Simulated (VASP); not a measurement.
KTaO3, 5 atoms in the cell. It takes space group Pm-3m (No. 221, cubic). The conventional cell has a = 3.988 Å, b = 3.988 Å, c = 3.988 Å, α = 90.00°, β = 90.00°, γ = 90.00°. Ta (site symmetry m-3m) has 6 O at 1.99 Å within 2.6 Å. K (site symmetry m-3m) has 12 O at 2.82 Å and 8 Ta at 3.45 Å within 3.7 Å. Within 2.6 Å of O (site symmetry 4/mmm) lie 2 Ta at 1.99 Å. 

* Program: VASP 6.6.1
* Task: single point
* Functional: LDA
* Potentials or basis: VASP PAW LDA potentials, release 64 (Ta_pv, K_sv, O)
* Cutoff: 520 eV
* k mesh: 7 × 7 × 7
* Occupations: fermi-dirac, width 0.05 eV
* Spin: no spin polarisation
* Dipole correction: no
* Further INCAR settings: ALGO = Normal; EDIFF = 1e-06; NBANDS = 27

Potentials or basis: VASP PAW LDA potentials, release 64 (Ta_pv, K_sv, O).

Command:

```console
$ cat potpaw_LDA.64/Ta_pv/POTCAR potpaw_LDA.64/K_sv/POTCAR potpaw_LDA.64/O/POTCAR > POTCAR
$ mpirun -np 1 vasp_std > vasp.out
```

Hardware: 1 thread of AMD EPYC 7R13, with other jobs on the host.

Q: How long does it take, and how much memory?

A: Wall time 51 s on 1 thread of AMD EPYC 7R13 (shared host), peak memory 0.14 GiB. Counts: scf iterations 13, k points 20.
